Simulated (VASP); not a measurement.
Wanted: the native input for a VASP 6.6.1 run.

```yaml
Task: single point
Functional: PBE
Potentials_or_basis: VASP PAW PBE potentials, release 64 (Be, S)
Cutoff: 520 eV
k_mesh: 9 × 9 × 4
Occupations: gaussian, width 0.01 eV
Spin: no spin polarisation
Dipole_correction: no
Further_INCAR_settings: ALGO = Normal; EDIFF = 1e-06; NBANDS = 16
```

The structure of BeS lies in POSCAR:

```
BeS
1.0
    3.4254332924      0.0000000000      0.0000000000
   -1.7127166462      2.9665122502      0.0000000000
    0.0000000000      0.0000000000      7.6262401948
Be S
2 2
Direct
    0.3333333333      0.6666666667      0.2500000000
    0.6666666667      0.3333333333      0.7500000000
    0.6666666667      0.3333333333      0.2500000000
    0.3333333333      0.6666666667      0.7500000000
```

This cell differs from its parent crystal: volume changed by -3%.

One way to write it, as run:

INCAR

```
SYSTEM = BeS
ALGO = Normal
EDIFF = 1E-6
ENCUT = 520
GGA = PE
ISIF = 2
ISMEAR = 0
LASPH = .TRUE.
LCHARG = .FALSE.
LREAL = .FALSE.
LWAVE = .FALSE.
NBANDS = 16
NELM = 80
PREC = Accurate
SIGMA = 0.01
```

KPOINTS

```
k-points
0
G
  9 9 4
  0 0 0
```

Potentials or basis: VASP PAW PBE potentials, release 64 (Be, S).

The run is started by

```console
$ cat potpaw_PBE.64/Be/POTCAR potpaw_PBE.64/S/POTCAR > POTCAR
$ mpirun -np 1 vasp_std > vasp.out
```

Results of the run:

```json
{"Pressure": "2.0 GPa", "Band gap on the k mesh": "4.21 eV, indirect (least direct gap 4.31 eV)"}
```

Wall time 34 s on 1 thread of Intel(R) Xeon(R) Platinum 8488C (Sapphire Rapids), with other jobs on the host, peak memory 0.21 GiB.
